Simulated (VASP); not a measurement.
Wanted: the native input for a VASP 6.6.1 run.

* Task: single point
* Functional: PBE
* Potentials or basis: VASP PAW PBE potentials, release 64 (Ta_pv, N)
* Cutoff: 520 eV
* k mesh: 12 × 12 × 12
* Occupations: gaussian, width 0.15 eV
* Spin: no spin polarisation
* Dipole correction: no
* Further INCAR settings: ALGO = Normal; EDIFF = 1e-06; NBANDS = 24

The structure of TaN lies in POSCAR:

```
TaN
1.0
    2.9501846796      0.0000000000      0.0000000000
    1.4750923398     -2.5549348784     -2.8977716012
    1.4750923398      2.5549348784     -2.8977716012
Ta N
2 2
Direct
    0.2500000000      0.4166666667      0.0833333333
    0.7500000000      0.9166666667      0.5833333333
    0.5000000000      0.5000000000      0.5000000000
    0.0000000000      0.0000000000      0.0000000000
```

The input as run:

INCAR

```
PREC = Accurate ; ENCUT = 520
EDIFF = 1E-6 ; ISMEAR = 0
SIGMA = 0.15 ; LREAL = F
LASPH = T ; NELM = 100
ALGO = Normal ; ISIF = 2
LWAVE = F ; LCHARG = F
GGA = PE ; NBANDS = 24
```

KPOINTS

```
regular mesh
0
Gamma
  12 12 12
```

Potentials or basis: VASP PAW PBE potentials, release 64 (Ta_pv, N).

Launch:

```bash
$ cat potpaw_PBE.64/Ta_pv/POTCAR potpaw_PBE.64/N/POTCAR > POTCAR
$ mpirun -np 1 vasp_std > vasp.out
```

Results of the run:

```json
{
  "Pressure": "0.7 GPa",
  "Band gap on the k mesh": "zero (bands 16 and 17 overlap by 0.31 eV)"
}
```

Caveat: spin-orbit coupling is left out, which moves the levels of the heavy elements.

Run time: 7.4 min on 1 thread of AMD EPYC 7R13, with other jobs on the host, peak memory 0.33 GiB.
